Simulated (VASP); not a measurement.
Runs of VASP 6.6.1 on ZrN. It takes space group Fm-3m (No. 225, cubic). The conventional cell has a = 4.600 Å, b = 4.600 Å, c = 4.600 Å, α = 90.00°, β = 90.00°, γ = 90.00°. Zr (site symmetry m-3m) has 6 N at 2.30 Å within 3.0 Å. Within 3.0 Å of N (site symmetry m-3m) lie 6 Zr at 2.30 Å. 

```tsv
level	potentials or basis	gap on the mesh (eV)	pressure (GPa)
revPBE	VASP PAW PBE potentials, release 64 (Zr_sv, N)	none	2.4
LDA	VASP PAW LDA potentials, release 64 (Zr_sv, N)	none	(a)
RPBE	VASP PAW PBE potentials, release 64 (Zr_sv, N)	none	3.4
PBEsol	VASP PAW PBE potentials, release 64 (Zr_sv, N)	none	(b)
PBE	VASP PAW PBE potentials, release 64 (Zr_sv, N)	none	-0.4
```

Alike in all rows: task single point; no spin polarisation; cell as given; k mesh 8 × 8 × 8; cutoff (eV) 600; smearing fermi-dirac 0.15 eV.

Question: Estimate the missing entries.

Answer: (a) -11.7; (b) -7.3.

Caveats: the PAW data sets were made with another functional, which shifts forces and pressure a little (some runs).

A k mesh can miss the band edges, and the runs leave out spin-orbit coupling on Zr.

A gap of «none» marks levels without a gap at the run's occupations.
